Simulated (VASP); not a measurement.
# Sr (P2_1/m) in VASP: single point with LDA

Aim: the single point of Sr with LDA.

Everything below comes from runs of VASP 6.6.1. Logs are shortened: lines on timing, memory, paths and dates and some standing lists are left out, and cuts for length are marked.

## (1) The cell of the first run

It takes space group P2_1/m (No. 11, monoclinic). The conventional cell has a = 4.127 Å, b = 6.715 Å, c = 4.127 Å, α = 90.00°, β = 118.85°, γ = 90.00°. Sr (site symmetry m) has 14 Sr at 3.62 to 5.01 Å within 5.1 Å.

## (2) Single point, LDA (atoms displaced along a vibrational mode, the cell strained)

INCAR reads:

```
SYSTEM = Sr
PREC = Accurate
ENCUT = 520
EDIFF = 1E-6
ISMEAR = 0
SIGMA = 0.15
LREAL = .FALSE.
LASPH = .TRUE.
NELM = 80
ALGO = Fast
ISIF = 2
LWAVE = .FALSE.
LCHARG = .FALSE.
GGA = CA
NBANDS = 17
```

KPOINTS reads:

```
Automatic mesh
0
G
  12 12 8
  0 0 0
```

POSCAR reads:

```
Sr
1.0
    4.1980417077      0.0000000000      0.0000000000
   -2.0990208539      3.5528298300      0.0000000000
    0.0000000000      0.0000000000      6.7154259278
Sr
2
Direct
    0.1627037756      0.6666666667      0.2500000000
    0.8372962244      0.3333333333      0.7500000000
```

Potentials or basis: VASP PAW LDA potentials, release 64 (Sr_sv).

Command:

```bash
> cat potpaw_LDA.64/Sr_sv/POTCAR > POTCAR
> mpirun -np 1 vasp_std > vasp.out
```

OUTCAR:

```text
SYSTEM = Sr
   PREC = Accurate
   ENCUT = 520
   EDIFF = 1E-6
   ISMEAR = 0
   LREAL = .FALSE.
   LASPH = .TRUE.
   NELM = 80
   ISIF = 2
   GGA = CA

 ion  position               nearest neighbor table
   1  0.163  0.667  0.250-   2 3.62   2 3.62   2 4.35   2 4.35   2 4.95   2 4.95   2 5.01   2 5.01

   2  0.837  0.333  0.750-   1 3.62   1 3.62   1 4.35   1 4.35   1 4.95   1 4.95   1 5.01   1 5.01

  Warning from LATTYP: Monoclinic adjustment (A1->A3, A2->A1, A3->A2)!
  LATTYP: Found a base centered orthorhombic cell.
 ALAT       =     4.1980417077
 B/A-ratio  =     1.6926129264
 C/A-ratio  =     1.5996567913

  Lattice vectors:

 A1 = (   2.0990208539,  -3.5528298300,   0.0000000000)
 A2 = (   2.0990208538,   3.5528298300,   0.0000000000)
 A3 = (   0.0000000000,   0.0000000000,   6.7154259278)

Analysis of symmetry for initial positions (statically):
=====================================================================
 Subroutine PRICEL returns:
 Original cell was already a primitive cell.

 Routine SETGRP: Setting up the symmetry group for a
 base centered orthorhombic supercell.

 Subroutine GETGRP returns: Found  4 space group operations
 (whereof  2 operations were pure point group operations)
 out of a pool of  8 trial point group operations.

The static configuration has the point symmetry S_2 .
 The point group associated with its full space group is C_2h.

Analysis of symmetry for dynamics (positions and initial velocities):
=====================================================================
 Subroutine PRICEL returns:
 Original cell was already a primitive cell.

 Routine SETGRP: Setting up the symmetry group for a
 base centered orthorhombic supercell.

 Subroutine GETGRP returns: Found  4 space group operations
 (whereof  2 operations were pure point group operations)
 out of a pool of  8 trial point group operations.

The dynamic configuration has the point symmetry S_2 .
 The point group associated with its full space group is C_2h.

 Subroutine INISYM returns: Found  4 space group operations
 (whereof  2 operations are pure point group operations),
 and found     1 'primitive' translations

----------------------------------------------------------------------------------------

                                     Primitive cell

  volume of cell :     100.1601

  direct lattice vectors                    reciprocal lattice vectors
     4.198041708  0.000000000  0.000000000     0.238206304  0.140732887  0.000000000
    -2.099020854  3.552829830  0.000000000     0.000000000  0.281465775  0.000000000
     0.000000000  0.000000000  6.715425928     0.000000000  0.000000000  0.148910882

  length of vectors
     4.198041708  4.126558899  6.715425928     0.276673072  0.281465775  0.148910882

  position of ions in fractional coordinates (direct lattice)
     0.162703776  0.666666667  0.250000000
     0.837296224  0.333333333  0.750000000

  ion indices of the primitive-cell ions
   primitive index   ion index
                 1           1
                 2           2

----------------------------------------------------------------------------------------

 KPOINTS: Automatic mesh

Automatic generation of k-mesh.
 Grid dimensions read from file:
 generate k-points for:   12   12    8

 Generating k-lattice:

  Cartesian coordinates                     Fractional coordinates (reciprocal lattice)
     0.019850525  0.011727741  0.000000000     0.083333333 -0.000000000  0.000000000
     0.000000000  0.023455481  0.000000000     0.000000000  0.083333333  0.000000000
     0.000000000  0.000000000  0.018613860     0.000000000  0.000000000  0.125000000

  Length of vectors
     0.023056089  0.023455481  0.018613860

  Shift w.r.t. Gamma in fractional coordinates (k-lattice)
     0.000000000  0.000000000  0.000000000

 Subroutine IBZKPT returns following result:
 ===========================================

 Found    370 irreducible k-points:

 Following reciprocal coordinates:
            Coordinates               Weight
  0.000000  0.000000  0.000000      1.000000
  0.083333  0.000000  0.000000      2.000000
  0.083333 -0.083333  0.000000      2.000000
  0.166667  0.000000  0.000000      2.000000
  0.166667 -0.166667  0.000000      2.000000
  0.250000  0.000000  0.000000      2.000000
[... 16 lines left out ...]
  0.416667  0.083333  0.000000      2.000000
  0.416667  0.500000  0.000000      2.000000
 [... further k-points ...]
   k-points           NKPTS =    370   k-points in BZ     NKDIM =    370   number of bands    NBANDS=     17
   number of dos      NEDOS =    301   number of ions     NIONS =      2
   total plane-waves  NPLWV =  51200
   dimension x,y,z NGX =    32 NGY =   32 NGZ =   50
   dimension x,y,z NGXF=    64 NGYF=   64 NGZF=  100
   ions per type =               2
   NGX,Y,Z   is equivalent  to a cutoff of  12.67, 12.89, 12.38 a.u.
   NGXF,Y,Z  is equivalent  to a cutoff of  25.34, 25.78, 24.76 a.u.
 SYSTEM =  Sr
   PREC   = accura    normal or accurate (medium, high low for compatibility)
   ISTART =      0    job   : 0-new  1-cont  2-samecut
   ICHARG =      2    charge: 1-file 2-atom 10-const
   ISPIN  =      1    spin polarized calculation?
   LNONCOLLINEAR =      F non collinear calculations
   LSORBIT =      F    spin-orbit coupling
   LASPH  =      T    aspherical Exc in radial PAW
   ENCUT  =  520.0 eV  38.22 Ry    6.18 a.u.   7.81  7.67 12.49*2*pi/ulx,y,z
   NELM   =     80;   NELMIN=  2; NELMDL= -5     # of ELM steps
   EDIFF  = 0.1E-05   stopping-criterion for ELM
   LREAL  =      F    real-space projection
   EDIFFG = 0.1E-04   stopping-criterion for IOM
   NSW    =      0    number of steps for IOM
   IBRION =     -1    ionic relax: 0-MD 1-quasi-New 2-CG
   NFREE  =      0    steps in history (QN), initial steepest desc. (CG)
   ISIF   =      2    stress and relaxation
   ISYM   =      2    0-nonsym 1-usesym 2-fastsym
   POTIM  = 0.5000    time-step for ionic-motion
   TEBEG  =    0.0;   TEEND  =   0.0 temperature during run
   PSTRESS=    0.0 pullay stress
   NELECT =      20.0000    total number of electrons
   NUPDOWN=      -1.0000    fix difference up-down
   EMIN   =  10.00;   EMAX   =-10.00  energy-range for DOS
   EFERMI =   0.00;   METHOD = LEGACY
   ISMEAR =     0;   SIGMA  =   0.15  broadening in eV -4-tet -1-fermi 0-gaus
   EFERMI_NEDOS =   21; number of points for ismear=-14 and -15
   IALGO  =     68    algorithm
   IMIX   =      4    mixing-type and parameters
     AMIX     =   0.40;   BMIX     =  1.00
     AMIX_MAG =   1.60;   BMIX_MAG =  1.00
  volume/ion in A,a.u.               =      50.08       337.96
  Fermi-wavevector in a.u.,A,eV,Ry     =   0.956871  1.808223 12.457515  0.915602
  Thomas-Fermi vector in A             =   2.085838
   LORBIT       =      0    0 simple, 1 ext, 2 COOP (PROOUT), +10 PAW based schemes
   GGA     = CA    functional components
   LHFCALC =     F    Hartree Fock is set to
   AEXX    =    0.0000 exact exchange contribution
   IVDW    =     0    specifies the selected vdW correction
   LEPSILON=     F    determine dielectric tensor
   LRPA    =     F    only Hartree local field effects (RPA)
 non-spin polarized calculation
 RMM-DIIS sequential band-by-band and
 Gauss-broadening in eV      SIGMA  =   0.15
  energy-cutoff  :      520.00
  volume of cell :      100.16
 maximum number of plane-waves:      2717
   NGX = 15   NGY = 15   NGZ = 25

 number of electron      20.0000000 magnetization

 Free energy of the ion-electron system (eV)
  ---------------------------------------------------
  ext. energy  EPLUGINS =         0.00000000
  ---------------------------------------------------
  free energy    TOTEN  =        -3.54016699 eV

  energy without entropy =       -3.51135952  energy(sigma->0) =       -3.52576325

 E-fermi :   1.6857     XC(G=0):  -7.8499

 val. band max:        1.6839191810   @ k =   0.2500   0.3333   0.0000
 cond. band min:       1.6864778814   @ k =   0.4167   0.5000   0.0000
 fundamental gap:      0.0025587004
 Fermi energy:         1.6857309020

 k-point     1 :       0.0000    0.0000    0.0000
  band No.  band energies     occupation
      1     -34.6360      2.00000
      2     -34.5919      2.00000
      3     -16.9984      2.00000
      4     -16.6416      2.00000
      5     -16.6028      2.00000
      6     -16.5924      2.00000
[... 9 lines left out ...]
     16       4.5934      0.00000
     17       4.8825      0.00000

 k-point     2 :       0.0833    0.0000    0.0000
  band No.  band energies     occupation
      1     -34.6348      2.00000
      2     -34.5912      2.00000
      3     -16.9932      2.00000
      4     -16.6529      2.00000
      5     -16.6126      2.00000
      6     -16.6006      2.00000
[... 9 lines left out ...]
     16       4.6245      0.00000
     17       4.6973      0.00000

 k-point     3 :       0.0833   -0.0833    0.0000
  band No.  band energies     occupation
      1     -34.6350      2.00000
      2     -34.5910      2.00000
      3     -16.9953      2.00000
      4     -16.6448      2.00000
      5     -16.6177      2.00000
      6     -16.5956      2.00000
[... 9 lines left out ...]
     16       4.7371      0.00000
     17       4.8059      0.00000

 k-point     4 :       0.1667    0.0000    0.0000
  band No.  band energies     occupation
      1     -34.6316      2.00000
      2     -34.5894      2.00000
      3     -16.9790      2.00000
      4     -16.6851      2.00000
      5     -16.6506      2.00000
      6     -16.6113      2.00000
[... 9 lines left out ...]
     16       4.7863      0.00000
     17       4.8647      0.00000
[... 343 lines left out ...]
      1     -34.6228      2.00000
      2     -34.5808      2.00000
      3     -16.9562      2.00000
      4     -16.7910      2.00000
      5     -16.7200      2.00000
      6     -16.6790      2.00000
[... 9 lines left out ...]
     16       4.7955      0.00000
     17       6.0011      0.00000

 k-point    23 :       0.4167    0.0833    0.0000
  band No.  band energies     occupation
      1     -34.6180      2.00000
      2     -34.5822      2.00000
      3     -16.9153      2.00000
      4     -16.8201      2.00000
      5     -16.8000      2.00000
      6     -16.6569      2.00000
[... 9 lines left out ...]
     16       5.1916      0.00000
     17       5.7992      0.00000

 k-point    24 :       0.4167    0.5000    0.0000
  band No.  band energies     occupation
      1     -34.6210      2.00000
      2     -34.5794      2.00000
      3     -16.9507      2.00000
      4     -16.8151      2.00000
      5     -16.7333      2.00000
      6     -16.6924      2.00000
[... 9 lines left out ...]
     16       4.7535      0.00000
     17       6.0481      0.00000

 [... further k-points ...]
[... 5 lines left out ...]
  --------------------------------------------------------------------------------------
  -------------------------------------------------------------------------------------
  Total       -1.2174702     -0.3374855      1.2138399      0.5242651      0.0000000      0.0000000
  in kB      -19.4748530     -5.3984728     19.4167828      8.3862316      0.0000000      0.0000000
  external PRESSURE =      -1.8188477 kB  Pullay stress =       0.0000000 kB

 VOLUME and BASIS-vectors are now :
 -----------------------------------------------------------------------------
  energy-cutoff  :      520.00
  volume of cell :      100.16
      direct lattice vectors                 reciprocal lattice vectors
     4.198041708  0.000000000  0.000000000     0.238206304  0.140732887  0.000000000
    -2.099020854  3.552829830  0.000000000     0.000000000  0.281465775  0.000000000
     0.000000000  0.000000000  6.715425928     0.000000000  0.000000000  0.148910882

 POSITION                                       TOTAL-FORCE (eV/Angst)
 -----------------------------------------------------------------------------------
     -0.71631      2.36855      1.67886         0.216902      0.381981      0.000000
      2.81533      1.18428      5.03657        -0.216902     -0.381981      0.000000
 -----------------------------------------------------------------------------------
    total drift:                                0.000000      0.000000      0.000000

  FREE ENERGIE OF THE ION-ELECTRON SYSTEM (eV)
  ---------------------------------------------------
  free  energy   TOTEN  =        -3.5401669850 eV

  energy  without entropy=       -3.5113595182  energy(sigma->0) =       -3.52576325
```

It took 18 min on 1 thread of Oxide Virtual Turin-like, shared host; peak memory 0.56 GiB.

What came out:

```yaml
Free_energy: -3.5402 eV
Pressure: -0.2 GPa
Largest_force: 0.439 eV/Å
Band_gap_on_the_k_mesh: zero (bands 10 and 11 overlap by 0.45 eV)
```

Forces in eV/Å, atoms in the order of the input:
```
Sr   0.217  0.382  0.000
Sr  -0.217 -0.382  0.000
```

Levels at points of the mesh, in eV from the Fermi level:
```csv
k point,band 6,band 7,band 8,band 9,band 10,band 11,band 12,band 13,band 14,band 15
"(0.00, 0.00, 0.00)",-18.28,-18.24,-18.20,-3.72,-1.04,0.40,1.47,2.38,2.52,2.73
"(0.50, 0.00, 0.00)",-18.33,-18.30,-18.23,-1.06,-0.44,0.03,0.94,0.98,1.44,2.70
"(0.50, 0.50, 0.00)",-18.37,-18.32,-18.19,-1.44,-0.44,-0.04,0.08,2.14,2.53,3.29
"(0.00, 0.50, 0.00)",-18.35,-18.31,-18.23,-0.97,-0.39,0.07,0.89,1.08,1.43,2.50
"(0.00, 0.00, 0.50)",-18.27,-18.27,-18.27,-2.67,-2.67,1.18,1.18,2.36,2.36,2.60
"(0.50, 0.00, 0.50)",-18.36,-18.30,-18.30,-0.88,-0.88,0.39,0.39,1.15,1.15,3.57
"(0.50, 0.50, 0.50)",-18.46,-18.30,-18.30,-0.43,-0.43,-0.23,-0.23,1.50,1.50,3.76
"(0.00, 0.50, 0.50)",-18.37,-18.30,-18.30,-0.84,-0.84,0.47,0.47,1.17,1.17,3.43
```

Caveat: the cell differs from its parent crystal (atoms displaced along a vibrational mode, the cell strained).
